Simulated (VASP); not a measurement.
# N in VASP: further runs

The runs below take N through single point, with PBE+D3(BJ).

Program: VASP 6.6.1. These are calculated values, not measurements. Logs are shortened: lines on timing, memory, paths and dates and some standing lists are left out, and cuts for length are marked.

### Step 1. The cell of the first run

The cell holds a disordered packing, 24 atoms: a = 9.672 Å, b = 9.672 Å, c = 9.672 Å, α = 90.00°, β = 90.00°, γ = 90.00°.

### Step 2. Single point, PBE+D3(BJ)

The input, INCAR:

```
SYSTEM = N
PREC = Accurate
ENCUT = 520
EDIFF = 1E-6
ISMEAR = -1
SIGMA = 0.02
LREAL = Auto
LASPH = .True.
NELM = 100
ALGO = Normal
ISIF = 2
LWAVE = .False.
LCHARG = .True.
GGA = PE
IVDW = 12
LELF = .True.
LVHAR = .True.
NBANDS = 78
```

The input, KPOINTS:

```
Automatic mesh
0
Gamma
  1 1 1
  0 0 0
```

The input, POSCAR:

```
N
1.0
    9.6720280000      0.0000000000      0.0000000000
    0.0000000000      9.6720280000      0.0000000000
    0.0000000000      0.0000000000      9.6720280000
N
24
Direct
    0.0940124274      0.9233023378      0.1989211460
    0.1245615380      0.9375109374      0.0899695859
    0.7711839455      0.3660392979      1.0161800563
    0.7230410109      0.4445616752      0.9490582107
    0.0044214547      0.9559842017      0.6990148065
    0.0257512178      0.8569815688      0.7512616293
    0.6140431326      0.2504920190      0.6006737939
    0.6506574386      0.2013972726      0.5045910979
    0.4078171265      0.1059878461      0.8620544644
    0.5139458847      0.1182473214      0.9017584627
    0.3787425236      0.5304221993      0.7056569557
    0.2712696137      0.5284762765      0.7437994657
    0.6009835522      0.8784894002      0.1610422181
    0.4897084564      0.9000447307      0.1733869391
    0.4564997808      0.4013731000      0.2493348937
    0.4536262405      0.2935842433      0.2123360708
    0.7014920315      0.8358847498      0.5159688231
    0.6985829780      0.7296595447      0.4744054096
    0.3615879529      0.8753307667      0.5982782249
    0.3212929837      0.8706365274      0.4917758978
    0.9525553687      0.5354538125      0.5938277667
    0.9071709526      0.4430034264      0.6425917089
    0.1304699455      0.2850446262      1.0023446686
    0.0931511430      0.2629624184      0.8969336034
```

Potentials or basis: VASP PAW PBE potentials, release 64 (N).

The run is started by

```
> cat potpaw_PBE.64/N/POTCAR > POTCAR
> mpirun -np 1 vasp_gam > vasp.out
```

OUTCAR:

```text
SYSTEM = N
   PREC = Accurate
   ENCUT = 520
   EDIFF = 1E-6
   ISMEAR = -1
   LREAL = Auto
   LASPH = .True.
   NELM = 100
   ISIF = 2
   GGA = PE
   IVDW = 12
 IVDW          = 12

 ion  position               nearest neighbor table
   1  0.094  0.923  0.199-   2 1.10
   2  0.125  0.938  0.090-   1 1.10
   3  0.771  0.366  0.016-   4 1.10
   4  0.723  0.445  0.949-   3 1.10
   5  0.004  0.956  0.699-   6 1.10
   6  0.026  0.857  0.751-   5 1.10
[... 16 lines left out ...]
  23  0.130  0.285  0.002-  24 1.10
  24  0.093  0.263  0.897-  23 1.10

  LATTYP: Found a simple cubic cell.
 ALAT       =     9.6720280000

  Lattice vectors:

 A1 = (   9.6720280000,   0.0000000000,   0.0000000000)
 A2 = (   0.0000000000,   9.6720280000,   0.0000000000)
 A3 = (   0.0000000000,   0.0000000000,   9.6720280000)

Analysis of symmetry for initial positions (statically):
=====================================================================
 Subroutine PRICEL returns:
 Original cell was already a primitive cell.

 Routine SETGRP: Setting up the symmetry group for a
 simple cubic supercell.

 Subroutine GETGRP returns: Found  1 space group operations
 (whereof  1 operations were pure point group operations)
 out of a pool of 48 trial point group operations.

The static configuration has the point symmetry C_1 .

Analysis of symmetry for dynamics (positions and initial velocities):
=====================================================================
 Subroutine PRICEL returns:
 Original cell was already a primitive cell.

 Routine SETGRP: Setting up the symmetry group for a
 simple cubic supercell.

 Subroutine GETGRP returns: Found  1 space group operations
 (whereof  1 operations were pure point group operations)
 out of a pool of 48 trial point group operations.

The dynamic configuration has the point symmetry C_1 .

 Subroutine INISYM returns: Found  1 space group operations
 (whereof  1 operations are pure point group operations),
 and found     1 'primitive' translations

----------------------------------------------------------------------------------------
[... 112 lines left out ...]
   NELM   =    100;   NELMIN=  2; NELMDL= -5     # of ELM steps
   EDIFF  = 0.1E-05   stopping-criterion for ELM
   LREAL  =      T    real-space projection
   EDIFFG = 0.1E-04   stopping-criterion for IOM
   NSW    =      0    number of steps for IOM
   IBRION =     -1    ionic relax: 0-MD 1-quasi-New 2-CG
   NFREE  =      0    steps in history (QN), initial steepest desc. (CG)
   ISIF   =      2    stress and relaxation
   ISYM   =      2    0-nonsym 1-usesym 2-fastsym
   POTIM  = 0.5000    time-step for ionic-motion
   TEBEG  =    0.0;   TEEND  =   0.0 temperature during run
   PSTRESS=    0.0 pullay stress
   NELECT =     120.0000    total number of electrons
   NUPDOWN=      -1.0000    fix difference up-down
   EMIN   =  10.00;   EMAX   =-10.00  energy-range for DOS
   EFERMI =   0.00;   METHOD = LEGACY
   ISMEAR =    -1;   SIGMA  =   0.02  broadening in eV -4-tet -1-fermi 0-gaus
   EFERMI_NEDOS =   21; number of points for ismear=-14 and -15
   IALGO  =     38    algorithm
   IMIX   =      4    mixing-type and parameters
     AMIX     =   0.40;   BMIX     =  1.00
     AMIX_MAG =   1.60;   BMIX_MAG =  1.00
  volume/ion in A,a.u.               =      37.70       254.41
  Fermi-wavevector in a.u.,A,eV,Ry     =   0.834868  1.577671  9.483318  0.697004
  Thomas-Fermi vector in A             =   1.948331
   LORBIT       =      0    0 simple, 1 ext, 2 COOP (PROOUT), +10 PAW based schemes
   GGA     = PE    functional components
   LHFCALC =     F    Hartree Fock is set to
   AEXX    =    0.0000 exact exchange contribution
   IVDW    =    12    specifies the selected vdW correction
   LEPSILON=     F    determine dielectric tensor
   LRPA    =     F    only Hartree local field effects (RPA)
 non-spin polarized calculation
  energy-cutoff  :      520.00
  volume of cell :      904.80
 maximum number of plane-waves:     12152
 NGX is ok and might be reduce to    70
   NGX = 35   NGY = 35   NGZ = 35

 number of electron     120.0000000 magnetization

 Free energy of the ion-electron system (eV)
  ---------------------------------------------------
  ext. energy  EPLUGINS =         0.00000000
  ---------------------------------------------------
  free energy    TOTEN  =      -199.82021751 eV

  energy without entropy =     -199.82021751  energy(sigma->0) =     -199.82021751

 E-fermi :  -7.3984     XC(G=0):  -4.6775

 val. band max:       -7.9416030147   @ k =   0.0000   0.0000   0.0000
 cond. band min:      -0.3116621932   @ k =   0.0000   0.0000   0.0000
 fundamental gap:      7.6299408215
 Fermi energy:        -7.3983968285

 k-point     1 :       0.0000    0.0000    0.0000
  band No.  band energies     occupation
      1     -26.3763      2.00000
      2     -26.3672      2.00000
      3     -26.3470      2.00000
      4     -26.3212      2.00000
      5     -26.3071      2.00000
      6     -26.2926      2.00000
[... 64 lines left out ...]
     71       0.0158      0.00000
     72       0.0263      0.00000
 [bands above 72 left out]

------------------------ aborting loop because EDIFF is reached ----------------------------------------

 Edisp (eV)   -0.74865

 E8    (eV) :    -0.1756

  FORCE on cell =-STRESS in cart. coord.  units (eV):
  Direction    XX          YY          ZZ          XY          YZ          ZX
  --------------------------------------------------------------------------------------
  -------------------------------------------------------------------------------------
  Total       5.27869     5.93086     7.37395    -0.42182    -0.20602     0.36325
  in kB       9.34725    10.50209    13.05744    -0.74693    -0.36481     0.64323
  external pressure =       10.97 kB  Pullay stress =        0.00 kB

 VOLUME and BASIS-vectors are now :
 -----------------------------------------------------------------------------
  energy-cutoff  :      520.00
  volume of cell :      904.80
      direct lattice vectors                 reciprocal lattice vectors
     9.672028000  0.000000000  0.000000000     0.103390933  0.000000000  0.000000000
     0.000000000  9.672028000  0.000000000     0.000000000  0.103390933  0.000000000
     0.000000000  0.000000000  9.672028000     0.000000000  0.000000000  0.103390933

 POSITION                                       TOTAL-FORCE (eV/Angst)
 -----------------------------------------------------------------------------------
      0.90929      8.93021      1.92397        -0.435654     -0.200860      1.521625
      1.20476      9.06763      0.87019         0.436838      0.199210     -1.513135
      7.45891      3.54034      0.15649         0.714353     -1.173970      1.001326
      6.99327      4.29981      9.17932        -0.732960      1.177303     -1.007044
      0.04276      9.24631      6.76089        -0.328961      1.509830     -0.796465
      0.24907      8.28875      7.26622         0.319465     -1.508321      0.800163
[... 16 lines left out ...]
      1.26191      2.75696      0.02268         0.551063      0.327310      1.546509
      0.90096      2.54338      8.67517        -0.553649     -0.324417     -1.541200
 -----------------------------------------------------------------------------------
    total drift:                                0.002690      0.001562     -0.000793

  FREE ENERGIE OF THE ION-ELECTRON SYSTEM (eV)
  ---------------------------------------------------
  free  energy   TOTEN  =      -200.5688683506 eV

  energy  without entropy=     -200.5688683506  energy(sigma->0) =     -200.56886835
```

stdout:

```text
POSCAR found type information on POSCAR N
 POSCAR found :  1 types and      24 ions
 scaLAPACK will be used
 LDA part: xc-table for (Slater+PW92), standard interpolation
 POSCAR, INCAR and KPOINTS ok, starting setup
 FFT: planning ... GRIDC
 FFT: planning ... GRID_SOFT
 FFT: planning ... GRID
 WAVECAR not read
 entering main loop
```

Wall time 4.1 min (1 thread of AMD EPYC, shared host); peak memory 0.62 GiB.

What came out:

| Property | Result |
| --- | --- |
| Free energy | -200.5689 eV |
| Pressure | 1.1 GPa |
| Largest force | 1.754 eV/Å |
| Dispersion energy per atom | -0.031 eV |

Forces in eV/Å, atoms in the order of the input:
```
N   -0.436 -0.201  1.522
N    0.437  0.199 -1.513
N    0.714 -1.174  1.001
N   -0.733  1.177 -1.007
N   -0.329  1.510 -0.796
N    0.319 -1.508  0.800
N   -0.561  0.750  1.466
N    0.562 -0.753 -1.481
N   -1.563 -0.178 -0.590
N    1.562  0.177  0.584
N    1.498  0.032 -0.539
N   -1.474 -0.032  0.539
N    1.600 -0.314 -0.172
N   -1.597  0.309  0.178
N    0.041  1.576  0.538
N   -0.051 -1.576 -0.543
N    0.047  1.384  0.556
N   -0.041 -1.389 -0.545
N    0.609  0.073  1.603
N   -0.611 -0.067 -1.609
N    0.698  1.397 -0.738
N   -0.688 -1.396  0.742
N    0.551  0.327  1.547
N   -0.554 -0.324 -1.541
```

Stress tensor (GPa, compression positive):
```
 0.93 -0.07  0.06
-0.07  1.05 -0.04
 0.06 -0.04  1.31
```

Levels at points of the mesh, in eV from the Fermi level:
| k point | band 58 | band 59 | band 60 | band 61 | band 62 | band 63 |
| --- | --- | --- | --- | --- | --- | --- |
| (0.00, 0.00, 0.00) | -0.60 | -0.57 | -0.54 | 7.09 | 7.14 | 7.19 |

Caveat: the k points lie up to 0.65 Å⁻¹ apart; the standard files for N, O and F lose accuracy on very short bonds.

### Step 3. Single point, PBE+D3(BJ)

The input, INCAR:

```
ALGO = Normal ; EDIFF = 1E-6
ENCUT = 520 ; GGA = PE
ISIF = 2 ; ISMEAR = -1
IVDW = 12 ; LASPH = T
LCHARG = F ; LREAL = Auto
LWAVE = F ; NBANDS = 78
NELM = 80 ; PREC = Accurate
SIGMA = 0.02
```

The input, KPOINTS:

```
k-points
0
Gamma
  1 1 1
```

The input, POSCAR:

```
N
1.0
    9.6720280000      0.0000000000      0.0000000000
    0.0000000000      9.6720280000      0.0000000000
    0.0000000000      0.0000000000      9.6720280000
N
24
Direct
    0.0538873543      0.9303219552      0.1560169181
    0.1512195788      0.9015275804      0.1034839850
    0.7887487505      0.3501747514      1.0066658202
    0.7641003521      0.4385739992      0.9393686619
   -0.0546007518      0.9506382736      0.7173986676
    0.0165942448      0.8846438410      0.7820076617
    0.6059949372      0.2452846497      0.5855235324
    0.6447251807      0.1902289778      0.4946118849
    0.3840559601      0.0911184294      0.8690318101
    0.4838075324      0.1429999996      0.8816351648
    0.3821225497      0.5057264102      0.7193217389
    0.2697469445      0.5260634068      0.7211620975
    0.6083832677      0.8969783793      0.1557997971
    0.5000916044      0.9312834909      0.1510024578
    0.4492025871      0.4264875991      0.2831877658
    0.4297547526      0.3270255214      0.2334670661
    0.7010112047      0.8452725737      0.5339211177
    0.7004942500      0.7316045818      0.5188260414
    0.3682061301      0.8599023907      0.5931951396
    0.3113204387      0.8888725301      0.5004638117
    0.9681320195      0.5281519036      0.6099548099
    0.9018687704      0.4607927107      0.6750910978
    0.1678138235      0.2674516658      0.9845504996
    0.1119413633      0.2289075259      0.8923671437
```

Potentials or basis: VASP PAW PBE potentials, release 64 (N).

The run is started by

```
> cat potpaw_PBE.64/N/POTCAR > POTCAR
> mpirun -np 1 vasp_gam > vasp.out
```

It took 3.6 min on 1 thread of AMD EPYC, shared host; peak memory 0.6 GiB.

Results (log left out):

```
Free energy                : -200.3357 eV
Pressure                   : 1.2 GPa
Largest force              : 4.047 eV/Å
Dispersion energy per atom : -0.031 eV
```

Forces in eV/Å, atoms in the order of the input:
```
N   -1.031  0.317  0.572
N    1.027 -0.322 -0.553
N    0.426 -1.562  1.167
N   -0.522  1.557 -1.030
N    1.315 -1.155  1.185
N   -1.277  1.163 -1.178
N   -1.056  1.508  2.496
N    1.074 -1.505 -2.511
N   -2.517 -1.510 -0.433
N    2.716  1.401  0.361
N    1.333 -0.231 -0.028
N   -1.260  0.232  0.058
N    2.064 -0.667  0.101
N   -2.034  0.655 -0.040
N    0.596  3.100  1.539
N   -0.590 -3.100 -1.557
N   -0.030  0.603  0.057
N    0.001 -0.634 -0.100
N    2.014 -1.032  3.325
N   -2.050  1.045 -3.329
N    0.222  0.313 -0.294
N   -0.200 -0.320  0.134
N    0.311  0.375  0.741
N   -0.531 -0.228 -0.686
```

Stress tensor (GPa, compression positive):
```
1.44 0.00 0.11
0.00 1.00 0.36
0.11 0.36 1.14
```

Levels at points of the mesh, in eV from the Fermi level:
```csv
k point,band 58,band 59,band 60,band 61,band 62,band 63
"(0.00, 0.00, 0.00)",-0.63,-0.60,-0.51,6.86,6.94,7.03
```

Caveat: the k points lie up to 0.65 Å⁻¹ apart; the standard files for N, O and F lose accuracy on very short bonds.

### Step 4. Single point, PBE+D3(BJ)

The input, INCAR:

```
ALGO     = Normal         # electronic algorithm
EDIFF    = 1E-6           # SCF threshold, eV
ENCUT    = 520            # plane-wave cutoff, eV
GGA      = PE             # functional
ISIF     = 2              # what is computed and relaxed
ISMEAR   = -1             # smearing method
IVDW     = 12             # dispersion correction
LASPH    = T              # aspherical terms in the spheres
LCHARG   = T              # write CHGCAR
LELF     = T              # ELF
LREAL    = Auto         
LVHAR    = T            
LWAVE    = F              # write WAVECAR
NBANDS   = 78             # bands
NELM     = 80             # most SCF steps
PREC     = Accurate       # precision mode
SIGMA    = 0.02           # smearing width, eV
```

KPOINTS is that of step 3.

The input, POSCAR:

```
N
1.0
    9.6720280000      0.0000000000      0.0000000000
    0.0000000000      9.6720280000      0.0000000000
    0.0000000000      0.0000000000      9.6720280000
N
24
Direct
    0.0714741521      0.9545361118      0.1223735084
    0.1540318121      0.8776132575      0.1280393316
    0.7821834263      0.3220730957      0.9600158312
    0.7573902805      0.4294652580      0.9423566598
   -0.0541561708      0.9334753787      0.7039578463
    0.0181554479      0.8862877568      0.7820696962
    0.6459451937      0.2451088851      0.5784309144
    0.6799814889      0.2025428380      0.4758154133
    0.4090145314      0.0754236857      0.8461100402
    0.4766115235      0.1672555125      0.8520860361
    0.3851312258      0.5025729868      0.6943218113
    0.2732208798      0.4911999841      0.7030686843
    0.6122914450      0.8964097292      0.1409011636
    0.5094795011      0.9453446578      0.1439201789
    0.5002260126      0.4430508266      0.3043622289
    0.4253192815      0.3678132445      0.2640604432
    0.6921402626      0.8545777576      0.5353375735
    0.7271277544      0.7469581354      0.5179162012
    0.3735927977      0.8429669558      0.5818945106
    0.2833945477      0.9052910103      0.5492022976
    0.9370527050      0.5474963472      0.5925024204
    0.9062732242      0.4672856613      0.6647106481
    0.1663560114      0.2413454552      0.9861737373
    0.1043834861      0.2284009103      0.8908989924
```

The run is started by

```
> cat potpaw_PBE.64/N/POTCAR > POTCAR
> mpirun -np 1 vasp_gam > vasp.out
```

It took 4 min on 1 thread of AMD EPYC, shared host; peak memory 0.64 GiB.

The run converged. Its results:

```yaml
Free_energy: -200.2591 eV
Pressure: 1.3 GPa
Largest_force: 5.742 eV/Å
Dispersion_energy_per_atom: -0.032 eV
```

Forces on the atoms (eV/Å):
```
N   -2.431  2.235 -0.142
N    2.428 -2.274  0.184
N    1.245 -5.527  0.933
N   -1.309  5.511 -0.856
N    1.238 -0.713  1.321
N   -1.174  0.749 -1.274
N    0.472 -0.572 -1.382
N   -0.441  0.558  1.369
N   -0.750 -1.116 -0.108
N    0.806  1.089  0.101
N    3.599  0.359 -0.288
N   -3.567 -0.365  0.287
N    1.652 -0.792 -0.038
N   -1.635  0.789  0.079
N    1.563  1.604  0.833
N   -1.574 -1.585 -0.856
N   -0.281  0.807  0.089
N    0.120 -0.755 -0.203
N    0.746 -0.567  0.291
N   -0.797  0.564 -0.314
N    1.407  3.244 -2.943
N   -1.252 -3.318  2.915
N    0.511  0.174  0.876
N   -0.578 -0.101 -0.873
```

Stress tensor (GPa, compression positive):
```
 1.72 -0.15  0.01
-0.15  2.18 -0.50
 0.01 -0.50  0.09
```

Levels at points of the mesh, in eV from the Fermi level:
```
           k point  band 57  band 58  band 59  band 60  band 61  band 62  band 63  band 64
(0.00, 0.00, 0.00)    -0.76    -0.72    -0.69    -0.53     6.84     6.86     6.91     6.93
```

Caveat: the k points lie up to 0.65 Å⁻¹ apart; the standard files for N, O and F lose accuracy on very short bonds.

(Part 1 of 2 ends here.)
